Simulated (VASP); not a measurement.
# GaN (P6_3mc) in VASP: a series of runs

GaN is run at these levels: LDA; tasks: single point.

Program: VASP 6.6.1. These are calculated values, not measurements. Logs are shortened: lines on timing, memory, paths and dates and some standing lists are left out, and cuts for length are marked.

**1. The cell of the first run**

Symmetry: P6_3mc, No. 186, hexagonal system. Conventional cell: a = 3.208 Å, b = 3.208 Å, c = 5.212 Å, α = 90.00°, β = 90.00°, γ = 120.00°. Within 2.6 Å of Ga (site symmetry 3m) lie 4 N at 1.95 to 1.96 Å. N (site symmetry 3m) has 4 Ga at 1.95 to 1.96 Å within 2.6 Å.

**2. Single point, LDA**

File INCAR:

```
  ALGO = Normal
  EDIFF = 1E-6
  ENCUT = 600
  GGA = CA
  GGA_COMPAT = F
  ISIF = 2
  ISMEAR = 0
  LASPH = T
  LCHARG = F
  LREAL = F
  LWAVE = F
  NBANDS = 26
  NELM = 120
  PREC = Accurate
  SIGMA = 0.01
```

File KPOINTS:

```
k-points
0
Gamma
  7 7 4
```

File POSCAR:

```
GaN
1.0
    3.2080190649      0.0000000000      0.0000000000
   -1.6040095324      2.7782262239      0.0000000000
    0.0000000000      0.0000000000      5.2115177639
Ga N
2 2
Direct
    0.3333333333      0.6666666667      0.0000000000
    0.6666666667      0.3333333333      0.5000000000
    0.3333333333      0.6666666667      0.3750000000
    0.6666666667      0.3333333333      0.8750000000
```

Potentials or basis: VASP PAW LDA potentials, release 64 (Ga_d, N).

Launch:

```console
$ cat potpaw_LDA.64/Ga_d/POTCAR potpaw_LDA.64/N/POTCAR > POTCAR
$ mpirun -np 1 vasp_std > vasp.out
```

OUTCAR:

```text
EDIFF = 1E-6
   ENCUT = 600
   GGA = CA
   ISIF = 2
   ISMEAR = 0
   LASPH = T
   LREAL = F
   NELM = 120
   PREC = Accurate

 ion  position               nearest neighbor table
   1  0.333  0.667  0.000-   3 1.95   4 1.96   4 1.96   4 1.96
   2  0.667  0.333  0.500-   4 1.95   3 1.96   3 1.96   3 1.96
   3  0.333  0.667  0.375-   1 1.95   2 1.96   2 1.96   2 1.96
   4  0.667  0.333  0.875-   2 1.95   1 1.96   1 1.96   1 1.96

  LATTYP: Found a hexagonal cell.
 ALAT       =     3.2080190649
 C/A-ratio  =     1.6245283019

  Lattice vectors:

 A1 = (   3.2080190649,   0.0000000000,   0.0000000000)
 A2 = (  -1.6040095324,   2.7782262239,   0.0000000000)
 A3 = (   0.0000000000,   0.0000000000,   5.2115177639)

Analysis of symmetry for initial positions (statically):
=====================================================================
 Subroutine PRICEL returns:
 Original cell was already a primitive cell.

 Routine SETGRP: Setting up the symmetry group for a
 hexagonal supercell.

 Subroutine GETGRP returns: Found 12 space group operations
 (whereof  6 operations were pure point group operations)
 out of a pool of 24 trial point group operations.

The static configuration has the point symmetry C_3v.
 The point group associated with its full space group is C_6v.

Analysis of symmetry for dynamics (positions and initial velocities):
=====================================================================
 Subroutine PRICEL returns:
 Original cell was already a primitive cell.

 Routine SETGRP: Setting up the symmetry group for a
 hexagonal supercell.

 Subroutine GETGRP returns: Found 12 space group operations
 (whereof  6 operations were pure point group operations)
 out of a pool of 24 trial point group operations.

The dynamic configuration has the point symmetry C_3v.
 The point group associated with its full space group is C_6v.

 Subroutine INISYM returns: Found 12 space group operations
 (whereof  6 operations are pure point group operations),
 and found     1 'primitive' translations

----------------------------------------------------------------------------------------

                                     Primitive cell

  volume of cell :      46.4482

  direct lattice vectors                    reciprocal lattice vectors
     3.208019065  0.000000000  0.000000000     0.311718846  0.179970945  0.000000000
    -1.604009532  2.778226224  0.000000000     0.000000000  0.359941891  0.000000000
     0.000000000  0.000000000  5.211517764     0.000000000  0.000000000  0.191882681

  length of vectors
     3.208019065  3.208019254  5.211517764     0.359941912  0.359941891  0.191882681

  position of ions in fractional coordinates (direct lattice)
     0.333333333  0.666666667  0.000000000
     0.666666667  0.333333333  0.500000000
     0.333333333  0.666666667  0.375000000
     0.666666667  0.333333333  0.875000000

  ion indices of the primitive-cell ions
   primitive index   ion index
                 1           1
                 2           2
                 3           3
                 4           4

----------------------------------------------------------------------------------------

 KPOINTS: k-points

Automatic generation of k-mesh.
 Grid dimensions read from file:
 generate k-points for:    7    7    4

 Generating k-lattice:

  Cartesian coordinates                     Fractional coordinates (reciprocal lattice)
     0.044531264  0.025710135  0.000000000     0.142857143  0.000000000  0.000000000
     0.000000000  0.051420270  0.000000000     0.000000000  0.142857143  0.000000000
     0.000000000  0.000000000  0.047970670     0.000000000  0.000000000  0.250000000

  Length of vectors
     0.051420273  0.051420270  0.047970670

  Shift w.r.t. Gamma in fractional coordinates (k-lattice)
     0.000000000  0.000000000  0.000000000

 Subroutine IBZKPT returns following result:
 ===========================================

 Found     24 irreducible k-points:

 Following reciprocal coordinates:
            Coordinates               Weight
  0.000000  0.000000  0.000000      1.000000
  0.142857  0.000000  0.000000      6.000000
  0.285714  0.000000  0.000000      6.000000
  0.428571  0.000000  0.000000      6.000000
  0.142857  0.142857  0.000000      6.000000
  0.285714  0.142857  0.000000     12.000000
[... 16 lines left out ...]
  0.428571  0.142857  0.500000      6.000000
  0.285714  0.285714  0.500000      6.000000
   k-points           NKPTS =     24   k-points in BZ     NKDIM =     24   number of bands    NBANDS=     26
   number of dos      NEDOS =    301   number of ions     NIONS =      4
   total plane-waves  NPLWV =  32928
   dimension x,y,z NGX =    28 NGY =   28 NGZ =   42
   dimension x,y,z NGXF=    56 NGYF=   56 NGZF=   84
   ions per type =               2   2
   NGX,Y,Z   is equivalent  to a cutoff of  14.51, 14.51, 13.40 a.u.
   NGXF,Y,Z  is equivalent  to a cutoff of  29.02, 29.02, 26.80 a.u.
 SYSTEM =  unknown system
   PREC   = accura    normal or accurate (medium, high low for compatibility)
   ISTART =      0    job   : 0-new  1-cont  2-samecut
   ICHARG =      2    charge: 1-file 2-atom 10-const
   ISPIN  =      1    spin polarized calculation?
   LNONCOLLINEAR =      F non collinear calculations
   LSORBIT =      F    spin-orbit coupling
   LASPH  =      T    aspherical Exc in radial PAW
   ENCUT  =  600.0 eV  44.10 Ry    6.64 a.u.   6.41  6.41 10.41*2*pi/ulx,y,z
   NELM   =    120;   NELMIN=  2; NELMDL= -5     # of ELM steps
   EDIFF  = 0.1E-05   stopping-criterion for ELM
   LREAL  =      F    real-space projection
   EDIFFG = 0.1E-04   stopping-criterion for IOM
   NSW    =      0    number of steps for IOM
   IBRION =     -1    ionic relax: 0-MD 1-quasi-New 2-CG
   NFREE  =      0    steps in history (QN), initial steepest desc. (CG)
   ISIF   =      2    stress and relaxation
   ISYM   =      2    0-nonsym 1-usesym 2-fastsym
   POTIM  = 0.5000    time-step for ionic-motion
   TEBEG  =    0.0;   TEEND  =   0.0 temperature during run
   PSTRESS=    0.0 pullay stress
   NELECT =      36.0000    total number of electrons
   NUPDOWN=      -1.0000    fix difference up-down
   EMIN   =  10.00;   EMAX   =-10.00  energy-range for DOS
   EFERMI =   0.00;   METHOD = LEGACY
   ISMEAR =     0;   SIGMA  =   0.01  broadening in eV -4-tet -1-fermi 0-gaus
   EFERMI_NEDOS =   21; number of points for ismear=-14 and -15
   IALGO  =     38    algorithm
   IMIX   =      4    mixing-type and parameters
     AMIX     =   0.40;   BMIX     =  1.00
     AMIX_MAG =   1.60;   BMIX_MAG =  1.00
  volume/ion in A,a.u.               =      11.61        78.36
  Fermi-wavevector in a.u.,A,eV,Ry     =   1.503786  2.841744 30.767844  2.261373
  Thomas-Fermi vector in A             =   2.614851
   LORBIT       =      0    0 simple, 1 ext, 2 COOP (PROOUT), +10 PAW based schemes
   GGA     = CA    functional components
   LHFCALC =     F    Hartree Fock is set to
   AEXX    =    0.0000 exact exchange contribution
   IVDW    =     0    specifies the selected vdW correction
   LEPSILON=     F    determine dielectric tensor
   LRPA    =     F    only Hartree local field effects (RPA)
 non-spin polarized calculation
 Gauss-broadening in eV      SIGMA  =   0.01
  energy-cutoff  :      600.00
  volume of cell :       46.45
 maximum number of plane-waves:      1565
 NGX is ok and might be reduce to    28
   NGX = 13   NGY = 13   NGZ = 21

 number of electron      35.9999998 magnetization

 Free energy of the ion-electron system (eV)
  ---------------------------------------------------
  ext. energy  EPLUGINS =         0.00000000
  ---------------------------------------------------
  free energy    TOTEN  =       -27.85691738 eV

  energy without entropy =      -27.85691738  energy(sigma->0) =      -27.85691738

 E-fermi :   5.0285     XC(G=0): -12.0335

 val. band max:        4.8951637595   @ k =   0.0000   0.0000   0.0000
 cond. band min:       6.7051454267   @ k =   0.0000   0.0000   0.0000
 fundamental gap:      1.8099816672
 Fermi energy:         5.0285128411

 k-point     1 :       0.0000    0.0000    0.0000
  band No.  band energies     occupation
      1     -10.8196      2.00000
      2     -10.0088      2.00000
      3      -8.6540      2.00000
      4      -8.6333      2.00000
      5      -8.6333      2.00000
      6      -8.5746      2.00000
[... 18 lines left out ...]
     25      16.2900      0.00000
     26      16.2900      0.00000

 k-point     2 :       0.1429    0.0000    0.0000
  band No.  band energies     occupation
      1     -10.6345      2.00000
      2      -9.9707      2.00000
      3      -8.6295      2.00000
      4      -8.6083      2.00000
      5      -8.5708      2.00000
      6      -8.5438      2.00000
[... 18 lines left out ...]
     25      15.9172      0.00000
     26      16.6771      0.00000

 k-point     3 :       0.2857    0.0000    0.0000
  band No.  band energies     occupation
      1     -10.2595      2.00000
      2      -9.9109      2.00000
      3      -8.5910      2.00000
      4      -8.5730      2.00000
      5      -8.5059      2.00000
      6      -8.4579      2.00000
[... 18 lines left out ...]
     25      16.0938      0.00000
     26      17.5038      0.00000

 k-point     4 :       0.4286    0.0000    0.0000
  band No.  band energies     occupation
      1     -10.0445      2.00000
      2      -9.8845      2.00000
      3      -8.5864      2.00000
      4      -8.5668      2.00000
      5      -8.4823      2.00000
      6      -8.4324      2.00000
[... 18 lines left out ...]
     25      16.8776      0.00000
     26      17.8618      0.00000

 k-point     5 :       0.1429    0.1429    0.0000
  band No.  band energies     occupation
      1     -10.3537      2.00000
      2      -9.9240      2.00000
      3      -8.5897      2.00000
      4      -8.5873      2.00000
      5      -8.5202      2.00000
      6      -8.5020      2.00000
[... 18 lines left out ...]
     25      15.6243      0.00000
     26      17.4977      0.00000

 k-point     6 :       0.2857    0.1429    0.0000
  band No.  band energies     occupation
      1     -10.0771      2.00000
      2      -9.8900      2.00000
      3      -8.5990      2.00000
      4      -8.5484      2.00000
      5      -8.4674      2.00000
      6      -8.4419      2.00000
[... 427 lines left out ...]
 k-point    21 :       0.1429    0.1429    0.5000
  band No.  band energies     occupation
      1     -10.0395      2.00000
      2     -10.0395      2.00000
      3      -8.5649      2.00000
      4      -8.5649      2.00000
      5      -8.5422      2.00000
      6      -8.5422      2.00000
[... 18 lines left out ...]
     25      16.1596      0.00000
     26      16.1596      0.00000

 k-point    22 :       0.2857    0.1429    0.5000
  band No.  band energies     occupation
      1      -9.9218      2.00000
      2      -9.9218      2.00000
      3      -8.5603      2.00000
      4      -8.5603      2.00000
      5      -8.4980      2.00000
      6      -8.4980      2.00000
[... 18 lines left out ...]
     25      16.7046      0.00000
     26      16.7046      0.00000

 k-point    23 :       0.4286    0.1429    0.5000
  band No.  band energies     occupation
      1      -9.8877      2.00000
      2      -9.8877      2.00000
      3      -8.5679      2.00000
      4      -8.5679      2.00000
      5      -8.4862      2.00000
      6      -8.4862      2.00000
[... 18 lines left out ...]
     25      17.0941      0.00000
     26      17.0941      0.00000

 k-point    24 :       0.2857    0.2857    0.5000
  band No.  band energies     occupation
      1      -9.8746      2.00000
      2      -9.8746      2.00000
      3      -8.5333      2.00000
      4      -8.5333      2.00000
      5      -8.5010      2.00000
      6      -8.5010      2.00000
[... 18 lines left out ...]
     25      17.6758      0.00000
     26      17.6758      0.00000

------------------------ aborting loop because EDIFF is reached ----------------------------------------

  FORCE on cell =-STRESS in cart. coord.  units (eV):
  Direction    XX          YY          ZZ          XY          YZ          ZX
  --------------------------------------------------------------------------------------
  -------------------------------------------------------------------------------------
  Total       -2.5590371     -2.5590375     -2.0047747     -0.0000000      0.0000000      0.0000000
  in kB      -88.2710711    -88.2710849    -69.1524216     -0.0000000      0.0000000      0.0000000
  external PRESSURE =     -81.8981925 kB  Pullay stress =       0.0000000 kB

 VOLUME and BASIS-vectors are now :
 -----------------------------------------------------------------------------
  energy-cutoff  :      600.00
  volume of cell :       46.45
      direct lattice vectors                 reciprocal lattice vectors
     3.208019065  0.000000000  0.000000000     0.311718846  0.179970945  0.000000000
    -1.604009532  2.778226224  0.000000000     0.000000000  0.359941891  0.000000000
     0.000000000  0.000000000  5.211517764     0.000000000  0.000000000  0.191882681

 POSITION                                       TOTAL-FORCE (eV/Angst)
 -----------------------------------------------------------------------------------
     -0.00000      1.85215      0.00000         0.000000      0.000000     -0.120856
      1.60401      0.92608      2.60576        -0.000000      0.000000     -0.120856
     -0.00000      1.85215      1.95432         0.000000     -0.000000      0.120856
      1.60401      0.92608      4.56008        -0.000000     -0.000000      0.120856
 -----------------------------------------------------------------------------------
    total drift:                                0.000000      0.000000     -0.000209

  FREE ENERGIE OF THE ION-ELECTRON SYSTEM (eV)
  ---------------------------------------------------
  free  energy   TOTEN  =       -27.8569173801 eV

  energy  without entropy=      -27.8569173801  energy(sigma->0) =      -27.85691738
```

Run time: 23 s. Hardware: 1 thread of Intel Xeon 6975P-C (Granite Rapids), shared host; peak memory 0.17 GiB.

Results:

```yaml
Free_energy: -27.8569 eV
Pressure: -8.2 GPa
Largest_force: 0.121 eV/Å
Band_gap_on_the_k_mesh: 1.81 eV
```

Forces on the atoms (eV/Å):
```
Ga   0.000  0.000 -0.121
Ga   0.000  0.000 -0.121
N    0.000  0.000  0.121
N    0.000  0.000  0.121
```

Stress tensor (GPa, compression positive):
```
-8.83  0.00  0.00
 0.00 -8.83  0.00
 0.00  0.00 -6.92
```

Caveat: the cell stands under tension. Expect the measured gap to be larger: semilocal functionals such as LDA lack the derivative discontinuity.

**3. Single point, LDA**

This run uses another cell than the first one, of 11.91 Å³/atom.

File INCAR:

```
SYSTEM = GaN
PREC = Accurate
ENCUT = 600
EDIFF = 1E-6
ISMEAR = 0
SIGMA = 0.01
LREAL = .FALSE.
LASPH = .TRUE.
NELM = 120
ALGO = Normal
ISIF = 2
LWAVE = .FALSE.
LCHARG = .TRUE.
LELF = .TRUE.
LVHAR = .TRUE.
NBANDS = 26
GGA_COMPAT = .FALSE.
```

File KPOINTS:

```
regular mesh
0
G
  7 7 4
  0 0 0
```

File POSCAR:

```
GaN
1.0
    3.2355570561      0.0000000000      0.0000000000
   -1.6177785281      2.8020748257      0.0000000000
    0.0000000000      0.0000000000      5.2562540101
Ga N
2 2
Direct
    0.3333333333      0.6666666667      0.0000000000
    0.6666666667      0.3333333333      0.5000000000
    0.3333333333      0.6666666667      0.3750000000
    0.6666666667      0.3333333333      0.8750000000
```

Potentials or basis: VASP PAW LDA potentials, release 64 (Ga_d, N).

Launch:

```console
$ cat potpaw_LDA.64/Ga_d/POTCAR potpaw_LDA.64/N/POTCAR > POTCAR
$ mpirun -np 1 vasp_std > vasp.out
```

Wall time 25 s (1 thread of Intel Xeon 6975P-C (Granite Rapids), shared host); peak memory 0.17 GiB.

The run converged. Its results:

| Property | Result |
| --- | --- |
| Free energy | -27.7813 eV |
| Pressure | -12.2 GPa |
| Largest force | 0.114 eV/Å |
| Band gap on the k mesh | 1.64 eV |

Forces on the atoms (eV/Å):
```
Ga   0.000  0.000 -0.114
Ga   0.000  0.000 -0.114
N    0.000  0.000  0.114
N    0.000  0.000  0.114
```

Stress tensor (GPa, compression positive):
```
-12.73   0.00   0.00
  0.00 -12.73   0.00
  0.00   0.00 -11.03
```

Levels at points of the mesh, in eV from the valence-band top:
```tsv
k point	band 14	band 15	band 16	band 17	band 18	band 19	band 20	band 21	band 22	band 23
(0.00, 0.00, 0.00)	-1.01	-1.01	-0.06	0.00	0.00	1.64	3.87	8.80	9.44	9.44
(0.00, 0.00, 0.50)	-3.80	-0.52	-0.52	-0.52	-0.52	3.91	3.91	8.10	8.10	9.97
```

Caveat: the cell stands under tension.

**4. Single point, LDA**

This run uses another cell than the first one, of 12.22 Å³/atom.

File INCAR:

```
SYSTEM = GaN
PREC = Accurate
ENCUT = 600
EDIFF = 1E-6
ISMEAR = 0
SIGMA = 0.01
LREAL = .False.
LASPH = .True.
NELM = 120
ALGO = Normal
ISIF = 2
LWAVE = .False.
LCHARG = .True.
LELF = .True.
LVHAR = .True.
NBANDS = 26
GGA_COMPAT = .False.
```

File KPOINTS:

```
regular mesh
0
Gamma
  7 7 4
  0 0 0
```

File POSCAR:

```
GaN
1.0
    3.2626341063      0.0000000000      0.0000000000
   -1.6313170531      2.8255242409      0.0000000000
    0.0000000000      0.0000000000      5.3002414443
Ga N
2 2
Direct
    0.3333333333      0.6666666667      0.0000000000
    0.6666666667      0.3333333333      0.5000000000
    0.3333333333      0.6666666667      0.3750000000
    0.6666666667      0.3333333333      0.8750000000
```

Launch:

```console
$ cat potpaw_LDA.64/Ga_d/POTCAR potpaw_LDA.64/N/POTCAR > POTCAR
$ mpirun -np 1 vasp_std > vasp.out
```

Run time: 20 s. Hardware: 1 thread of Intel Xeon 6975P-C (Granite Rapids), shared host; peak memory 0.16 GiB.

Results (log left out):

- Free energy: -27.6778 eV
- Pressure: -15.6 GPa
- Largest force: 0.108 eV/Å
- Band gap on the k mesh: 1.47 eV

Forces on the atoms (eV/Å):
```
Ga   0.000  0.000 -0.108
Ga   0.000  0.000 -0.108
N    0.000  0.000  0.108
N    0.000  0.000  0.108
```

Stress tensor (GPa, compression positive):
```
-16.09   0.00   0.00
  0.00 -16.09   0.00
  0.00   0.00 -14.58
```

Levels at points of the mesh, in eV from the valence-band top:
```
           k point  band 16  band 17  band 18  band 19  band 20  band 21
(0.00, 0.00, 0.00)    -0.06     0.00     0.00     1.47     3.71     8.66
(0.00, 0.00, 0.50)    -0.50    -0.50    -0.50     3.75     3.75     7.97
```

Caveat: the cell stands under tension. A hybrid or GW would open this gap; LDA tends to underestimate it.

**5. Overview**

```tsv
cell	gap on the mesh (eV)	pressure (GPa)	largest force (eV/Å)
a = 3.208, b = 3.208, c = 5.212 Å, angles 90.0, 90.0, 120.0°, 4 atoms	1.81	-8.2	0.12
a = 3.236, b = 3.236, c = 5.256 Å, angles 90.0, 90.0, 120.0°, 4 atoms	1.64	-12.2	0.11
a = 3.263, b = 3.263, c = 5.300 Å, angles 90.0, 90.0, 120.0°, 4 atoms	1.47	-15.6	0.11
```

Alike in all rows: task single point; level LDA; potentials or basis VASP PAW LDA potentials, release 64 (Ga_d, N); no spin polarisation; k mesh 7 × 7 × 4; cutoff (eV) 600; smearing gaussian 0.01 eV.

Caveats: the cell stands under tension.

Absolute energies hang on the potentials; compare differences alone.
